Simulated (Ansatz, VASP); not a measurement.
Ge in VASP and in Ansatz

```
Ge
1.0
     3.18798    0.00000    0.00000
    -1.59399    2.76087    0.00000
     0.00000    0.00000    5.04603
Ge
2
Direct
  0.33333 0.66667 0.25000
  0.66667 0.33333 0.75000
```

Alike in both runs: task single point; functional PBEsol; k mesh 6 × 6 × 4; occupations gaussian, width 0.1 eV; no spin polarisation.

```csv
,VASP,Ansatz
version,VASP 6.6.1,Ansatz 0.2.0
potentials or method,"VASP PAW PBE potentials, release 64 (Ge_d), cutoff 520 eV","scalar-relativistic, plane waves, PAW"
valence electrons in the cell,28,28
```

Ansatz gave:

| Quantity | Value |
| --- | --- |
| gap on the k mesh at the Fermi level (eV) | none |
| pressure (GPa) | -9.6 |
| traceless stress, the component that is largest in VASP (GPa) | 0.38 |

Question: What did VASP give for the same quantities?

Answer: gap on the k mesh at the Fermi level (eV): none; pressure (GPa): -9.7; traceless stress, the component that is largest in VASP (GPa): 0.39.

VASP's potentials were made for PBE, not for PBEsol. A gap of «none» marks a metal or a gap that the smearing closes. With one functional, cell and mesh, what is left measures potentials, basis and numerics.

The k mesh is coarse, so the values compare programs but aren't converged.
